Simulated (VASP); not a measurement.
Sb, 4 atoms in the cell. It takes space group I4/mcm (No. 140, tetragonal). The conventional cell has a = 8.060 Å, b = 8.060 Å, c = 4.051 Å, α = 90.00°, β = 90.00°, γ = 90.00°. Sb (site symmetry m2m) has 9 Sb at 3.03 to 4.05 Å within 4.1 Å. 

```yaml
Program: VASP 6.6.1
Task: single point
Functional: PBEsol
Potentials_or_basis: VASP PAW PBE potentials, release 64 (Sb)
Cutoff: 520 eV
k_mesh: 7 × 7 × 7
Occupations: fermi-dirac, width 0.05 eV
Spin: non-collinear spin, zero start, spin-orbit coupling
Starting_moments: "[[0.0, 0.0, 0.0], [0.0, 0.0, 0.0], [0.0, 0.0, 0.0], [0.0, 0.0, 0.0]] μB"
Dipole_correction: no
Further_INCAR_settings: ALGO = Normal; EDIFF = 1e-07; NBANDS = 34
```

Potentials or basis: VASP PAW PBE potentials, release 64 (Sb).

The run is started by

```console
$ cat potpaw_PBE.64/Sb/POTCAR > POTCAR
$ mpirun -np 1 vasp_ncl > vasp.out
```

Hardware: 1 thread of Intel(R) Xeon(R) Platinum 8488C (Sapphire Rapids), on a shared host.

Problem. Estimate the wall time of this run.

Solution. Run time: 7.9 min on 1 thread of Intel(R) Xeon(R) Platinum 8488C (Sapphire Rapids) (shared host), peak memory 0.84 GiB. Counts: scf iterations 15, k points 40.
